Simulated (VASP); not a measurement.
# AlN (Pm) in VASP: a series of runs

The runs below take AlN through single point, with LDA.

Program: VASP 6.6.1. These are calculated values, not measurements. Logs are shortened: lines on timing, memory, paths and dates and some standing lists are left out, and cuts for length are marked.

### Step 1. The cell of the first run

The structure is monoclinic, space group Pm (No. 6). The conventional cell has a = 3.276 Å, b = 4.101 Å, c = 5.674 Å, α = 90.00°, β = 90.00°, γ = 90.00°. Within 1.9 Å of Al (site symmetry m) lie 1 N at 1.39 Å. Within 2.5 Å of Al (site symmetry m) lie 5 N at 1.89 to 2.05 Å. Al (site symmetry m) has 5 N at 1.89 to 2.05 Å and 2 Al at 2.48 Å within 2.5 Å. Al (site symmetry m) has 5 N at 1.89 to 2.05 Å within 2.5 Å. Within 2.5 Å of N (site symmetry m) lie 5 Al at 1.89 to 2.14 Å. Within 2.5 Å of N (site symmetry m) lie 5 Al at 1.89 to 2.05 Å. N (site symmetry m) has 2 Al at 1.39 to 1.89 Å within 1.9 Å. N (site symmetry m) has 5 Al at 1.89 to 2.45 Å within 2.5 Å.

### Step 2. Single point, LDA (atom 1 (Al) moved by +0.620 Å along [1 0 0] and +0.000 Å along [1 2 0])

INCAR

```
  PREC = Accurate
  ENCUT = 520
  EDIFF = 1E-6
  ISMEAR = 0
  SIGMA = 0.05
  LREAL = False
  LASPH = True
  NELM = 100
  ALGO = Normal
  ISIF = 2
  LWAVE = False
  LCHARG = False
  NBANDS = 26
```

KPOINTS

```
Automatic mesh
0
Gamma
  8 6 4
```

POSCAR

```
AlN
1.0
   -1.6378403119      2.8368226349      0.0000000000
    0.0000000000      0.0000000000      4.1006264518
    4.9135209358      2.8368226349      0.0000000000
Al N
4 4
Direct
    0.4053631793      0.7500000000      0.2613034874
    1.0000000000      0.7500000000      0.6666666667
    0.0000000000      0.2500000000      0.3333333333
    0.5000000000      0.2500000000      0.8333333333
    0.5000000000      0.2500000000      0.1666666667
    1.0000000000      0.2500000000      0.6666666667
    0.0000000000      0.7500000000      0.3333333333
    0.5000000000      0.7500000000      0.8333333333
```

Potentials or basis: VASP PAW LDA potentials, release 64 (Al, N).

The run is started by

```console
$ cat potpaw_LDA.64/Al/POTCAR potpaw_LDA.64/N/POTCAR > POTCAR
$ mpirun -np 1 vasp_std > vasp.out
```

OUTCAR:

```text
PREC = Accurate
   ENCUT = 520
   EDIFF = 1E-6
   ISMEAR = 0
   LREAL = False
   LASPH = True
   NELM = 100
   ISIF = 2

 ion  position               nearest neighbor table
   1  0.405  0.750  0.261-   7 1.39   7 1.99   5 2.14   5 2.14   8 2.45   3 2.48   3 2.48   2 2.66
                             3 2.86   3 2.86   2 3.01   4 3.19   4 3.19
   2  0.000  0.750  0.667-   8 1.89   8 1.89   7 1.89   6 2.05   6 2.05   1 2.66   4 2.79   4 2.79
                             4 2.79   4 2.79   3 2.79   3 2.79   1 3.01
   3  0.000  0.250  0.333-   5 1.89   5 1.89   6 1.89   7 2.05   7 2.05   1 2.48   1 2.48   2 2.79
                             2 2.79   1 2.86   1 2.86   4 3.28   4 3.28   4 3.28   4 3.28
   4  0.500  0.250  0.833-   6 1.89   6 1.89   5 1.89   8 2.05   8 2.05   2 2.79   2 2.79   2 2.79
                             2 2.79   1 3.19   1 3.19   3 3.28   3 3.28   3 3.28   3 3.28
   5  0.500  0.250  0.167-   3 1.89   3 1.89   4 1.89   1 2.14   1 2.14
   6  0.000  0.250  0.667-   4 1.89   4 1.89   3 1.89   2 2.05   2 2.05
   7  0.000  0.750  0.333-   1 1.39   2 1.89   1 1.99   3 2.05   3 2.05
   8  0.500  0.750  0.833-   2 1.89   2 1.89   4 2.05   4 2.05   1 2.45

  LATTYP: Found a simple orthorhombic cell.
 ALAT       =     3.2756806238
 B/A-ratio  =     1.2518395176
 C/A-ratio  =     1.7320508076

  Lattice vectors:

 A1 = (  -1.6378403119,   2.8368226349,   0.0000000000)
 A2 = (   0.0000000000,   0.0000000000,   4.1006264518)
 A3 = (   4.9135209358,   2.8368226349,   0.0000000000)

Analysis of symmetry for initial positions (statically):
=====================================================================
 Subroutine PRICEL returns:
 Original cell was already a primitive cell.

 Routine SETGRP: Setting up the symmetry group for a
 simple orthorhombic supercell.

 Subroutine GETGRP returns: Found  2 space group operations
 (whereof  1 operations were pure point group operations)
 out of a pool of  8 trial point group operations.

The static configuration has the point symmetry C_1 .
 The point group associated with its full space group is C_1h.

Analysis of symmetry for dynamics (positions and initial velocities):
=====================================================================
 Subroutine PRICEL returns:
 Original cell was already a primitive cell.

 Routine SETGRP: Setting up the symmetry group for a
 simple orthorhombic supercell.

 Subroutine GETGRP returns: Found  2 space group operations
 (whereof  1 operations were pure point group operations)
 out of a pool of  8 trial point group operations.

The dynamic configuration has the point symmetry C_1 .
 The point group associated with its full space group is C_1h.

 Subroutine INISYM returns: Found  2 space group operations
 (whereof  1 operations are pure point group operations),
 and found     1 'primitive' translations

----------------------------------------------------------------------------------------

                                     Primitive cell

  volume of cell :      76.2103

  direct lattice vectors                    reciprocal lattice vectors
    -1.637840312  2.836822635  0.000000000    -0.152640033  0.264380293  0.000000000
     0.000000000  0.000000000  4.100626452     0.000000000  0.000000000  0.243865178
     4.913520936  2.836822635  0.000000000     0.152640033  0.088126764  0.000000000

  length of vectors
     3.275680624  4.100626452  5.673645270     0.305280067  0.243865178  0.176253529

  position of ions in fractional coordinates (direct lattice)
     0.405363179  0.750000000  0.261303487
     0.000000000  0.750000000  0.666666667
     0.000000000  0.250000000  0.333333333
     0.500000000  0.250000000  0.833333333
     0.500000000  0.250000000  0.166666667
     0.000000000  0.250000000  0.666666667
     0.000000000  0.750000000  0.333333333
     0.500000000  0.750000000  0.833333333

  ion indices of the primitive-cell ions
   primitive index   ion index
                 1           1
                 2           2
                 3           3
                 4           4
                 5           5
                 6           6
                 7           7
                 8           8

----------------------------------------------------------------------------------------

 KPOINTS: Automatic mesh

Automatic generation of k-mesh.
 Grid dimensions read from file:
 generate k-points for:    8    6    4

 Generating k-lattice:

  Cartesian coordinates                     Fractional coordinates (reciprocal lattice)
    -0.019080004  0.033047537  0.000000000     0.125000000  0.000000000  0.000000000
     0.000000000  0.000000000  0.040644196     0.000000000  0.166666667  0.000000000
     0.038160008  0.022031691  0.000000000     0.000000000  0.000000000  0.250000000

  Length of vectors
     0.038160008  0.040644196  0.044063382

  Shift w.r.t. Gamma in fractional coordinates (k-lattice)
     0.000000000  0.000000000  0.000000000

 Subroutine IBZKPT returns following result:
 ===========================================

 Found     72 irreducible k-points:

 Following reciprocal coordinates:
            Coordinates               Weight
  0.000000  0.000000  0.000000      1.000000
  0.125000  0.000000  0.000000      2.000000
  0.250000  0.000000  0.000000      2.000000
  0.375000  0.000000  0.000000      2.000000
  0.500000  0.000000  0.000000      1.000000
  0.000000  0.166667  0.000000      2.000000
[... 16 lines left out ...]
  0.125000  0.000000 -0.250000      2.000000
  0.250000  0.000000  0.250000      2.000000
 [... further k-points ...]
   k-points           NKPTS =     72   k-points in BZ     NKDIM =     72   number of bands    NBANDS=     26
   number of dos      NEDOS =    301   number of ions     NIONS =      8
   total plane-waves  NPLWV =  30240
   dimension x,y,z NGX =    24 NGY =   30 NGZ =   42
   dimension x,y,z NGXF=    48 NGYF=   60 NGZF=   84
   ions per type =               4   4
   NGX,Y,Z   is equivalent  to a cutoff of  12.18, 12.16, 12.31 a.u.
   NGXF,Y,Z  is equivalent  to a cutoff of  24.36, 24.32, 24.61 a.u.
 SYSTEM =  unknown system
   PREC   = accura    normal or accurate (medium, high low for compatibility)
   ISTART =      0    job   : 0-new  1-cont  2-samecut
   ICHARG =      2    charge: 1-file 2-atom 10-const
   ISPIN  =      1    spin polarized calculation?
   LNONCOLLINEAR =      F non collinear calculations
   LSORBIT =      F    spin-orbit coupling
   LASPH  =      T    aspherical Exc in radial PAW
   ENCUT  =  520.0 eV  38.22 Ry    6.18 a.u.   6.09  7.62 10.55*2*pi/ulx,y,z
   NELM   =    100;   NELMIN=  2; NELMDL= -5     # of ELM steps
   EDIFF  = 0.1E-05   stopping-criterion for ELM
   LREAL  =      F    real-space projection
   EDIFFG = 0.1E-04   stopping-criterion for IOM
   NSW    =      0    number of steps for IOM
   IBRION =     -1    ionic relax: 0-MD 1-quasi-New 2-CG
   NFREE  =      0    steps in history (QN), initial steepest desc. (CG)
   ISIF   =      2    stress and relaxation
   ISYM   =      2    0-nonsym 1-usesym 2-fastsym
   POTIM  = 0.5000    time-step for ionic-motion
   TEBEG  =    0.0;   TEEND  =   0.0 temperature during run
   PSTRESS=    0.0 pullay stress
   NELECT =      32.0000    total number of electrons
   NUPDOWN=      -1.0000    fix difference up-down
   EMIN   =  10.00;   EMAX   =-10.00  energy-range for DOS
   EFERMI =   0.00;   METHOD = LEGACY
   ISMEAR =     0;   SIGMA  =   0.05  broadening in eV -4-tet -1-fermi 0-gaus
   EFERMI_NEDOS =   21; number of points for ismear=-14 and -15
   IALGO  =     38    algorithm
   IMIX   =      4    mixing-type and parameters
     AMIX     =   0.40;   BMIX     =  1.00
     AMIX_MAG =   1.60;   BMIX_MAG =  1.00
  volume/ion in A,a.u.               =       9.53        64.29
  Fermi-wavevector in a.u.,A,eV,Ry     =   1.225896  2.316607 20.447110  1.502820
  Thomas-Fermi vector in A             =   2.360917
   LORBIT       =      0    0 simple, 1 ext, 2 COOP (PROOUT), +10 PAW based schemes
   GGA     = CA    functional components
   LHFCALC =     F    Hartree Fock is set to
   AEXX    =    0.0000 exact exchange contribution
   IVDW    =     0    specifies the selected vdW correction
   LEPSILON=     F    determine dielectric tensor
   LRPA    =     F    only Hartree local field effects (RPA)
 non-spin polarized calculation
 Gauss-broadening in eV      SIGMA  =   0.05
  energy-cutoff  :      520.00
  volume of cell :       76.21
 maximum number of plane-waves:      2088
   NGX = 13   NGY = 15   NGZ = 21

 number of electron      32.0000003 magnetization

 Free energy of the ion-electron system (eV)
  ---------------------------------------------------
  ext. energy  EPLUGINS =         0.00000000
  ---------------------------------------------------
  free energy    TOTEN  =       -59.46158910 eV

  energy without entropy =      -59.46158910  energy(sigma->0) =      -59.46158910

 E-fermi :   8.3320     XC(G=0): -11.6566

 val. band max:        8.0852521126   @ k =   0.0000   0.0000   0.0000
 cond. band min:      10.6681637708   @ k =   0.0000   0.0000   0.0000
 fundamental gap:      2.5829116582
 Fermi energy:         8.3320451032

 k-point     1 :       0.0000    0.0000    0.0000
  band No.  band energies     occupation
      1      -9.3161      2.00000
      2      -6.9399      2.00000
      3      -5.8838      2.00000
      4      -4.3561      2.00000
      5       0.5623      2.00000
      6       1.2757      2.00000
[... 18 lines left out ...]
     25      17.5747      0.00000
     26      18.5795      0.00000

 k-point     2 :       0.1250    0.0000    0.0000
  band No.  band energies     occupation
      1      -9.1866      2.00000
      2      -6.8306      2.00000
      3      -5.8987      2.00000
      4      -4.3687      2.00000
      5       0.6960      2.00000
      6       1.1884      2.00000
[... 18 lines left out ...]
     25      17.7954      0.00000
[... 608 lines left out ...]
     25      17.6863      0.00000
     26      18.1236      0.00000

 k-point    24 :       0.2500    0.0000    0.2500
  band No.  band energies     occupation
      1      -8.7512      2.00000
      2      -6.8219      2.00000
      3      -5.8263      2.00000
      4      -4.4119      2.00000
      5       1.1620      2.00000
      6       1.2394      2.00000
[... 18 lines left out ...]
     25      17.7436      0.00000
     26      18.2201      0.00000

 [... further k-points ...]
[... 5 lines left out ...]
  --------------------------------------------------------------------------------------
  -------------------------------------------------------------------------------------
  Total       16.3119335     14.1257153      0.7659051    -17.0034605      0.0000000      0.0000000
  in kB      342.9273195    296.9662466     16.1016947   -357.4653569      0.0000000      0.0000000
  external PRESSURE =     218.6650869 kB  Pullay stress =       0.0000000 kB

 VOLUME and BASIS-vectors are now :
 -----------------------------------------------------------------------------
  energy-cutoff  :      520.00
  volume of cell :       76.21
      direct lattice vectors                 reciprocal lattice vectors
    -1.637840312  2.836822635  0.000000000    -0.152640033  0.264380293  0.000000000
     0.000000000  0.000000000  4.100626452     0.000000000  0.000000000  0.243865178
     4.913520936  2.836822635  0.000000000     0.152640033  0.088126764  0.000000000

 POSITION                                       TOTAL-FORCE (eV/Angst)
 -----------------------------------------------------------------------------------
      0.62000      1.89122      3.07547       -21.947804     15.717706      0.000000
      3.27568      1.89122      3.07547         2.369044      0.962437      0.000000
      1.63784      0.94561      1.02516         0.353521     -1.184676      0.000000
      3.27568      3.78243      1.02516         0.525435      0.362296      0.000000
      0.00000      1.89122      1.02516         2.259577      0.570752      0.000000
      3.27568      1.89122      1.02516        -0.913735     -0.531898      0.000000
      1.63784      0.94561      3.07547        17.670769    -15.439240      0.000000
      3.27568      3.78243      3.07547        -0.316807     -0.457378      0.000000
 -----------------------------------------------------------------------------------
    total drift:                                0.000179      0.000798     -0.000000

  FREE ENERGIE OF THE ION-ELECTRON SYSTEM (eV)
  ---------------------------------------------------
  free  energy   TOTEN  =       -59.4615891022 eV

  energy  without entropy=      -59.4615891022  energy(sigma->0) =      -59.46158910
```

Wall time 36 s (1 thread of Intel Xeon 6975P-C (Granite Rapids), shared host); peak memory 0.22 GiB.

Results:

```yaml
Free_energy: -59.4616 eV
Pressure: 21.9 GPa
Largest_force: 26.995 eV/Å
Band_gap_on_the_k_mesh: 2.58 eV, direct
```

Forces on the atoms (eV/Å):
```
Al  -21.948  15.718   0.000
Al    2.369   0.962   0.000
Al    0.354  -1.185   0.000
Al    0.525   0.362   0.000
N     2.260   0.571   0.000
N    -0.914  -0.532   0.000
N    17.671 -15.439   0.000
N    -0.317  -0.457   0.000
```

Caveat: the cell differs from its parent crystal (atom 1 (Al) moved by +0.620 Å along [1 0 0] and +0.000 Å along [1 2 0]); forces of over 1 eV/Å act on the atoms, so gaps and moduli don't describe the material at rest.

### Step 3. Single point, LDA (atom 1 (Al) moved by +0.372 Å along [1 0 0] and -0.496 Å along [1 2 0])

INCAR

```
SYSTEM = AlN
PREC     = Accurate       ! precision mode
ENCUT    = 520            ! plane-wave cutoff, eV
EDIFF    = 1E-6           ! SCF threshold, eV
ISMEAR   = 0              ! smearing method
SIGMA    = 0.05           ! smearing width, eV
LREAL    = .False.        ! projectors in reciprocal space
LASPH    = .True.         ! aspherical terms in the spheres
NELM     = 100            ! most SCF steps
ALGO     = Normal         ! electronic algorithm
ISIF     = 2              ! what is computed and relaxed
LWAVE    = .False.        ! write WAVECAR
LCHARG   = .False.        ! write CHGCAR
NBANDS   = 26             ! bands
```

KPOINTS

```
regular mesh
0
Gamma
  8 6 4
  0 0 0
```

POSCAR, as its differences from that of step 2:

```diff
@@ -8,3 +8,3 @@
 Direct
-    0.4053631793      0.7500000000      0.2613034874
+    0.3120852821      0.7500000000      0.1797378840
     1.0000000000      0.7500000000      0.6666666667
```

Potentials or basis: VASP PAW LDA potentials, release 64 (Al, N).

The run is started by

```console
$ cat potpaw_LDA.64/Al/POTCAR potpaw_LDA.64/N/POTCAR > POTCAR
$ mpirun -np 1 vasp_std > vasp.out
```

Run time: 74 s. Hardware: 1 thread of Intel Xeon Platinum 8375C at 2.90GHz (Ice Lake), shared host; peak memory 0.22 GiB.

The run converged. Its results:

```
Free energy            : -58.6732 eV
Pressure               : 25.9 GPa
Largest force          : 33.309 eV/Å
Band gap on the k mesh : 3.22 eV, direct
```

Forces on the atoms (eV/Å):
```
Al  -30.915  12.401   0.000
Al    0.174  -0.278   0.000
Al    1.335  -0.862   0.000
Al    0.042   0.344   0.000
N     1.021  -1.074   0.000
N    -0.270  -0.167   0.000
N    27.529  -9.956   0.000
N     1.085  -0.408   0.000
```

Stress tensor (GPa, compression positive):
```
 70.85 -25.27   0.00
-25.27   4.99   0.00
  0.00   0.00   1.95
```

Levels at points of the mesh, in eV from the valence-band top:
```
           k point  band 13  band 14  band 15  band 16  band 17  band 18  band 19  band 20
(0.00, 0.00, 0.00)    -1.67    -1.46    -1.20     0.00     3.22     3.70     4.52     6.84
(0.50, 0.00, 0.00)    -3.17    -2.27    -2.26    -1.71     5.13     5.41     6.16     6.31
(0.00, 0.50, 0.00)    -2.37    -2.04    -1.88    -1.52     4.91     5.03     5.61     5.93
(0.50, 0.50, 0.00)    -1.53    -1.07    -0.76    -0.56     5.08     6.03     6.34     6.79
(0.00, 0.00, 0.50)    -1.38    -1.35    -1.16    -0.86     4.27     4.86     5.74     6.27
(0.50, 0.00, 0.50)    -3.36    -2.50    -1.62    -0.95     3.69     4.10     6.79     6.90
(0.00, 0.50, 0.50)    -2.30    -2.11    -1.66    -1.44     4.97     4.97     5.59     5.77
(0.50, 0.50, 0.50)    -2.31    -1.61    -1.48    -1.33     4.52     4.90     5.33     5.60
```

Caveat: the cell differs from its parent crystal (atom 1 (Al) moved by +0.372 Å along [1 0 0] and -0.496 Å along [1 2 0]); forces of over 1 eV/Å act on the atoms, so gaps and moduli don't describe the material at rest.
